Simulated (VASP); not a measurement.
# Al3Ru2 (P4mm) in VASP: single point with r2SCAN

Aim: the single point of Al3Ru2 with r2SCAN.

Program: VASP 6.6.1. These are calculated values, not measurements. Logs are shortened: lines on timing, memory, paths and dates and some standing lists are left out, and cuts for length are marked.

### 1 The cell of the first run

The structure is tetragonal, space group P4mm (No. 99). Conventional cell: a = 3.077 Å, b = 3.077 Å, c = 14.774 Å, α = 90.00°, β = 90.00°, γ = 90.00°. Within 3.5 Å of Al (site symmetry 4mm) lie 8 Ru at 2.65 Å and 6 Al at 2.77 to 3.27 Å. Within 3.5 Å of Al (site symmetry 4mm) lie 8 Ru at 2.65 Å and 6 Al at 2.77 to 3.08 Å. Al (site symmetry 4mm) has 9 Al at 2.70 to 3.27 Å and 5 Ru at 2.80 to 2.86 Å within 3.6 Å. Al (site symmetry 4mm) has 5 Ru at 2.51 to 2.86 Å and 9 Al at 2.70 to 3.08 Å within 3.3 Å. Al (site symmetry 4mm) has 5 Ru at 2.51 to 3.36 Å and 9 Al at 2.70 to 3.08 Å within 3.4 Å. Al (site symmetry 4mm) has 5 Ru at 2.51 to 2.86 Å and 9 Al at 2.70 to 3.08 Å within 3.3 Å. Ru (site symmetry 4mm) has 9 Al at 2.51 to 2.86 Å and 5 Ru at 3.02 to 3.08 Å within 3.3 Å. Within 3.3 Å of Ru (site symmetry 4mm) lie 9 Al at 2.51 to 2.86 Å and 5 Ru at 3.02 to 3.08 Å.

### 2 Single point, r2SCAN (the distance across one plane changed)

POSCAR reads:

```
Al3Ru2
1.0
   -3.0773144119      0.0000000000      0.0000000000
    0.0000000000     -3.0773144119      0.0000000000
    0.0000000000      0.0000000000     14.7743170207
Al Ru
6 4
Direct
    0.5000000000      0.5000000000      0.1448270075
    1.0000000000      0.0000000000      0.6279057515
    0.5000000000      0.5000000000      0.9236941551
    1.0000000000      1.0000000000      0.4406154111
    0.0000000000      0.0000000000      0.8151960919
    0.5000000000      0.5000000000      0.3321173479
    0.5000000000      0.5000000000      0.7302397332
    1.0000000000      1.0000000000      0.2471609891
    0.5000000000      0.5000000000      0.5255717698
    1.0000000000      1.0000000000      0.0424930258
```

INCAR.step1 reads:

```
  PREC = Accurate
  ENCUT = 520
  ISMEAR = 0
  SIGMA = 0.15
  LREAL = False
  LASPH = True
  NELM = 60
  NBANDS = 48
  GGA = PE
  ALGO = Normal
  EDIFF = 1E-4
  LWAVE = True
  LCHARG = False
```

INCAR.step2 reads:

```
  PREC = Accurate
  ENCUT = 520
  EDIFF = 1E-6
  ISMEAR = 0
  SIGMA = 0.15
  LREAL = False
  LASPH = True
  NELM = 60
  ALGO = Normal
  ISIF = 2
  LWAVE = False
  LCHARG = False
  METAGGA = R2SCAN
  LMIXTAU = True
  NBANDS = 48
  ISTART = 1
```

KPOINTS reads:

```
regular mesh
0
Gamma
  15 15 4
```

Potentials or basis: VASP PAW PBE potentials, release 64 (Al, Ru_pv).

Command:

```bash
$ cat potpaw_PBE.64/Al/POTCAR potpaw_PBE.64/Ru_pv/POTCAR > POTCAR
$ cp INCAR.step1 INCAR
$ mpirun -np 1 vasp_std > vasp.out
$ cp INCAR.step2 INCAR
$ mpirun -np 1 vasp_std > vasp.out
```

OUTCAR:

```text
PREC = Accurate
   ENCUT = 520
   EDIFF = 1E-6
   ISMEAR = 0
   LREAL = False
   LASPH = True
   NELM = 60
   ISIF = 2
   METAGGA = R2SCAN
   ISTART = 1

 ion  position               nearest neighbor table
   1  0.500  0.500  0.145-   8 2.65   8 2.65   8 2.65   8 2.65  10 2.65  10 2.65  10 2.65  10 2.65
                             6 2.77   3 3.27
   2  0.000  0.000  0.628-   7 2.65   9 2.65   7 2.65   9 2.65   7 2.65   9 2.65   7 2.65   9 2.65
                             5 2.77   4 2.77
   3  0.500  0.500  0.924-   5 2.70   5 2.70   5 2.70   5 2.70  10 2.80  10 2.80  10 2.80  10 2.80
                             7 2.86   1 3.27
   4  0.000  0.000  0.441-   9 2.51   9 2.51   9 2.51   9 2.51   6 2.70   6 2.70   6 2.70   6 2.70
                             2 2.77   8 2.86
   5  0.000  0.000  0.815-   7 2.51   7 2.51   7 2.51   7 2.51   3 2.70   3 2.70   3 2.70   3 2.70
                             2 2.77  10 3.36
   6  0.500  0.500  0.332-   8 2.51   8 2.51   8 2.51   8 2.51   4 2.70   4 2.70   4 2.70   4 2.70
                             1 2.77   9 2.86
   7  0.500  0.500  0.730-   5 2.51   5 2.51   5 2.51   5 2.51   2 2.65   2 2.65   2 2.65   2 2.65
                             3 2.86   9 3.02
   8  0.000  0.000  0.247-   6 2.51   6 2.51   6 2.51   6 2.51   1 2.65   1 2.65   1 2.65   1 2.65
                             4 2.86  10 3.02
   9  0.500  0.500  0.526-   4 2.51   4 2.51   4 2.51   4 2.51   2 2.65   2 2.65   2 2.65   2 2.65
                             6 2.86   7 3.02
  10  0.000  0.000  0.042-   1 2.65   1 2.65   1 2.65   1 2.65   3 2.80   3 2.80   3 2.80   3 2.80
                             8 3.02   5 3.36

  LATTYP: Found a simple tetragonal cell.
 ALAT       =     3.0773144119
 C/A-ratio  =     4.8010424166

  Lattice vectors:

 A1 = (  -3.0773144119,   0.0000000000,   0.0000000000)
 A2 = (   0.0000000000,  -3.0773144119,   0.0000000000)
 A3 = (   0.0000000000,   0.0000000000,  14.7743170207)

Analysis of symmetry for initial positions (statically):
=====================================================================
 Subroutine PRICEL returns:
 Original cell was already a primitive cell.

 Routine SETGRP: Setting up the symmetry group for a
 simple tetragonal supercell.

 Subroutine GETGRP returns: Found  8 space group operations
 (whereof  8 operations were pure point group operations)
 out of a pool of 16 trial point group operations.

The static configuration has the point symmetry C_4v.

Analysis of symmetry for dynamics (positions and initial velocities):
=====================================================================
 Subroutine PRICEL returns:
 Original cell was already a primitive cell.

 Routine SETGRP: Setting up the symmetry group for a
 simple tetragonal supercell.

 Subroutine GETGRP returns: Found  8 space group operations
 (whereof  8 operations were pure point group operations)
 out of a pool of 16 trial point group operations.

The dynamic configuration has the point symmetry C_4v.

 Subroutine INISYM returns: Found  8 space group operations
 (whereof  8 operations are pure point group operations),
 and found     1 'primitive' translations

----------------------------------------------------------------------------------------

                                     Primitive cell

  volume of cell :     139.9108

  direct lattice vectors                    reciprocal lattice vectors
    -3.077314412  0.000000000  0.000000000    -0.324958670  0.000000000  0.000000000
     0.000000000 -3.077314412  0.000000000     0.000000000 -0.324958670  0.000000000
     0.000000000  0.000000000 14.774317021     0.000000000  0.000000000  0.067685024

  length of vectors
     3.077314412  3.077314412 14.774317021     0.324958670  0.324958670  0.067685024

  position of ions in fractional coordinates (direct lattice)
     0.500000000  0.500000000  0.144827007
     0.000000000  0.000000000  0.627905752
     0.500000000  0.500000000  0.923694155
     0.000000000  0.000000000  0.440615411
     0.000000000  0.000000000  0.815196092
     0.500000000  0.500000000  0.332117348
     0.500000000  0.500000000  0.730239733
     0.000000000  0.000000000  0.247160989
     0.500000000  0.500000000  0.525571770
     0.000000000  0.000000000  0.042493026

  ion indices of the primitive-cell ions
   primitive index   ion index
                 1           1
                 2           2
                 3           3
                 4           4
                 5           5
                 6           6
                 7           7
                 8           8
                 9           9
                10          10

----------------------------------------------------------------------------------------

 KPOINTS: regular mesh

Automatic generation of k-mesh.
 Grid dimensions read from file:
 generate k-points for:   15   15    4

 Generating k-lattice:

  Cartesian coordinates                     Fractional coordinates (reciprocal lattice)
    -0.021663911  0.000000000  0.000000000     0.066666667  0.000000000  0.000000000
     0.000000000 -0.021663911  0.000000000     0.000000000  0.066666667  0.000000000
     0.000000000  0.000000000  0.016921256     0.000000000  0.000000000  0.250000000

  Length of vectors
     0.021663911  0.021663911  0.016921256

  Shift w.r.t. Gamma in fractional coordinates (k-lattice)
     0.000000000  0.000000000  0.000000000

 Subroutine IBZKPT returns following result:
 ===========================================

 Found    108 irreducible k-points:

 Following reciprocal coordinates:
            Coordinates               Weight
  0.000000  0.000000  0.000000      1.000000
  0.066667  0.000000  0.000000      4.000000
  0.133333  0.000000  0.000000      4.000000
  0.200000  0.000000  0.000000      4.000000
  0.266667  0.000000  0.000000      4.000000
  0.333333  0.000000  0.000000      4.000000
[... 16 lines left out ...]
  0.266667  0.200000  0.000000      8.000000
  0.333333  0.200000  0.000000      8.000000
 [... further k-points ...]
   k-points           NKPTS =    108   k-points in BZ     NKDIM =    108   number of bands    NBANDS=     48
   number of dos      NEDOS =    301   number of ions     NIONS =     10
   total plane-waves  NPLWV =  64512
   dimension x,y,z NGX =    24 NGY =   24 NGZ =  112
   dimension x,y,z NGXF=    48 NGYF=   48 NGZF=  224
   ions per type =               6   4
   NGX,Y,Z   is equivalent  to a cutoff of  12.97, 12.97, 12.60 a.u.
   NGXF,Y,Z  is equivalent  to a cutoff of  25.93, 25.93, 25.21 a.u.
 SYSTEM =  unknown system
   PREC   = accura    normal or accurate (medium, high low for compatibility)
   ISTART =      1    job   : 0-new  1-cont  2-samecut
   ICHARG =      0    charge: 1-file 2-atom 10-const
   ISPIN  =      1    spin polarized calculation?
   LNONCOLLINEAR =      F non collinear calculations
   LSORBIT =      F    spin-orbit coupling
   LASPH  =      T    aspherical Exc in radial PAW
   ENCUT  =  520.0 eV  38.22 Ry    6.18 a.u.   5.72  5.72 27.47*2*pi/ulx,y,z
   NELM   =     60;   NELMIN=  2; NELMDL=  0     # of ELM steps
   EDIFF  = 0.1E-05   stopping-criterion for ELM
   LREAL  =      F    real-space projection
   EDIFFG = 0.1E-04   stopping-criterion for IOM
   NSW    =      0    number of steps for IOM
   IBRION =     -1    ionic relax: 0-MD 1-quasi-New 2-CG
   NFREE  =      0    steps in history (QN), initial steepest desc. (CG)
   ISIF   =      2    stress and relaxation
   ISYM   =      2    0-nonsym 1-usesym 2-fastsym
   POTIM  = 0.5000    time-step for ionic-motion
   TEBEG  =    0.0;   TEEND  =   0.0 temperature during run
   PSTRESS=    0.0 pullay stress
   NELECT =      74.0000    total number of electrons
   NUPDOWN=      -1.0000    fix difference up-down
   EMIN   =  10.00;   EMAX   =-10.00  energy-range for DOS
   EFERMI =   0.00;   METHOD = LEGACY
   ISMEAR =     0;   SIGMA  =   0.15  broadening in eV -4-tet -1-fermi 0-gaus
   EFERMI_NEDOS =   21; number of points for ismear=-14 and -15
   IALGO  =     38    algorithm
   IMIX   =      4    mixing-type and parameters
     AMIX     =   0.40;   BMIX     =  1.00
     AMIX_MAG =   1.60;   BMIX_MAG =  1.00
  volume/ion in A,a.u.               =      13.99        94.42
  Fermi-wavevector in a.u.,A,eV,Ry     =   1.323940  2.501884 23.848530  1.752818
  Thomas-Fermi vector in A             =   2.453511
   LORBIT       =      0    0 simple, 1 ext, 2 COOP (PROOUT), +10 PAW based schemes
   METAGGA = R2SCAN    functional components
   LHFCALC =     F    Hartree Fock is set to
   AEXX    =    0.0000 exact exchange contribution
   IVDW    =     0    specifies the selected vdW correction
   LEPSILON=     F    determine dielectric tensor
   LRPA    =     F    only Hartree local field effects (RPA)
 non-spin polarized calculation
 Gauss-broadening in eV      SIGMA  =   0.15
  energy-cutoff  :      520.00
  volume of cell :      139.91
 maximum number of plane-waves:      3806
 NGX is ok and might be reduce to    24
   NGX = 11   NGY = 11   NGZ = 55

 number of electron      74.0000027 magnetization

 Free energy of the ion-electron system (eV)
  ---------------------------------------------------
  ext. energy  EPLUGINS =         0.00000000
  ---------------------------------------------------
  free energy    TOTEN  =      -149.03763403 eV

  energy without entropy =     -148.99848655  energy(sigma->0) =     -149.01806029

 E-fermi :   9.9801     XC(G=0): -12.9881

 val. band max:        9.9791060785   @ k =   0.4667   0.3333   0.5000
 cond. band min:       9.9858106844   @ k =   0.4000   0.2000   0.2500
 fundamental gap:      0.0067046059
 Fermi energy:         9.9801389151

 k-point     1 :       0.0000    0.0000    0.0000
  band No.  band energies     occupation
      1     -33.4874      2.00000
      2     -33.4345      2.00000
      3     -33.4345      2.00000
      4     -33.2641      2.00000
      5     -33.2410      2.00000
      6     -33.2245      2.00000
[... 40 lines left out ...]
     47      16.2539      0.00000
     48      16.5763      0.00000

 k-point     2 :       0.0667    0.0000    0.0000
  band No.  band energies     occupation
      1     -33.4866      2.00000
      2     -33.4420      2.00000
      3     -33.4338      2.00000
      4     -33.2632      2.00000
      5     -33.2402      2.00000
      6     -33.2321      2.00000
[... 40 lines left out ...]
     47      16.2271      0.00000
     48      16.7443      0.00000

 k-point     3 :       0.1333    0.0000    0.0000
  band No.  band energies     occupation
      1     -33.4842      2.00000
      2     -33.4633      2.00000
      3     -33.4319      2.00000
      4     -33.2608      2.00000
      5     -33.2534      2.00000
      6     -33.2532      2.00000
[... 40 lines left out ...]
     47      15.9545      0.00000
     48      17.0158      0.00000

 k-point     4 :       0.2000    0.0000    0.0000
  band No.  band energies     occupation
      1     -33.4947      2.00000
      2     -33.4806      2.00000
      3     -33.4291      2.00000
      4     -33.2846      2.00000
      5     -33.2845      2.00000
      6     -33.2572      2.00000
[... 958 lines left out ...]
     47      15.5569      0.00000
     48      15.9649      0.00000

 k-point    23 :       0.2667    0.2000    0.0000
  band No.  band energies     occupation
      1     -33.5240      2.00000
      2     -33.4849      2.00000
      3     -33.4702      2.00000
      4     -33.3139      2.00000
      5     -33.3137      2.00000
      6     -33.2748      2.00000
[... 40 lines left out ...]
     47      15.6861      0.00000
     48      15.8011      0.00000

 k-point    24 :       0.3333    0.2000    0.0000
  band No.  band energies     occupation
      1     -33.5576      2.00000
      2     -33.4814      2.00000
      3     -33.4664      2.00000
      4     -33.3474      2.00000
      5     -33.3473      2.00000
      6     -33.2714      2.00000
[... 40 lines left out ...]
     47      15.6501      0.00000
     48      15.9467      0.00000

 [... further k-points ...]
[... 5 lines left out ...]
  --------------------------------------------------------------------------------------
  -------------------------------------------------------------------------------------
  Total       -2.9751904     -2.9751904     -6.7961606      0.0000000      0.0000000      0.0000000
  in kB      -34.0701610    -34.0701610    -77.8257043      0.0000000      0.0000000      0.0000000
  external PRESSURE =     -48.6553421 kB  Pullay stress =       0.0000000 kB

 VOLUME and BASIS-vectors are now :
 -----------------------------------------------------------------------------
  energy-cutoff  :      520.00
  volume of cell :      139.91
      direct lattice vectors                 reciprocal lattice vectors
    -3.077314412  0.000000000  0.000000000    -0.324958670  0.000000000  0.000000000
     0.000000000 -3.077314412  0.000000000     0.000000000 -0.324958670  0.000000000
     0.000000000  0.000000000 14.774317021     0.000000000  0.000000000  0.067685024

 POSITION                                       TOTAL-FORCE (eV/Angst)
 -----------------------------------------------------------------------------------
     -1.53866     -1.53866      2.13972        -0.000000      0.000000     -0.673436
      0.00000      0.00000      9.27688        -0.000000      0.000000     -0.216893
     -1.53866     -1.53866     13.64695        -0.000000      0.000000      2.617758
      0.00000      0.00000      6.50979        -0.000000      0.000000     -0.109626
      0.00000      0.00000     12.04397         0.000000      0.000000     -0.285280
     -1.53866     -1.53866      4.90681        -0.000000     -0.000000      0.086894
     -1.53866     -1.53866     10.78879        -0.000000     -0.000000      0.487265
      0.00000      0.00000      3.65163        -0.000000      0.000000     -0.199149
     -1.53866     -1.53866      7.76496        -0.000000     -0.000000      0.235700
      0.00000      0.00000      0.62781         0.000000      0.000000     -1.943232
 -----------------------------------------------------------------------------------
    total drift:                               -0.000000      0.000000     -0.001653

  FREE ENERGIE OF THE ION-ELECTRON SYSTEM (eV)
  ---------------------------------------------------
  free  energy   TOTEN  =      -149.0376340342 eV

  energy  without entropy=     -148.9984865460  energy(sigma->0) =     -149.01806029
```

Run time: 75 min. Hardware: 1 thread of Oxide Virtual Turin-like, shared host; peak memory 0.59 GiB.

Results:

```
Free energy            : -149.0376 eV
Pressure               : -4.9 GPa
Largest force          : 2.618 eV/Å
Band gap on the k mesh : zero (bands 37 and 38 overlap by 1.55 eV)
```

Forces in eV/Å, atoms in the order of the input:
```
Al   0.000  0.000 -0.673
Al   0.000  0.000 -0.217
Al   0.000  0.000  2.618
Al   0.000  0.000 -0.110
Al   0.000  0.000 -0.285
Al   0.000  0.000  0.087
Ru   0.000  0.000  0.487
Ru   0.000  0.000 -0.199
Ru   0.000  0.000  0.236
Ru   0.000  0.000 -1.943
```

Stress tensor (GPa, compression positive):
```
-3.41  0.00  0.00
 0.00 -3.41  0.00
 0.00  0.00 -7.78
```

Levels at points of the mesh, in eV from the Fermi level:
```csv
k point,band 36,band 37,band 38,band 39,band 40,band 41
"(0.00, 0.00, 0.00)",-0.23,-0.20,0.36,2.12,3.54,3.82
"(0.00, 0.00, 0.50)",-0.23,-0.20,0.36,2.20,2.90,4.74
```

Caveat: the cell differs from its parent crystal (the distance across one plane changed); the cell stands under tension; the PAW data sets were made with another functional, which shifts forces and pressure a little.
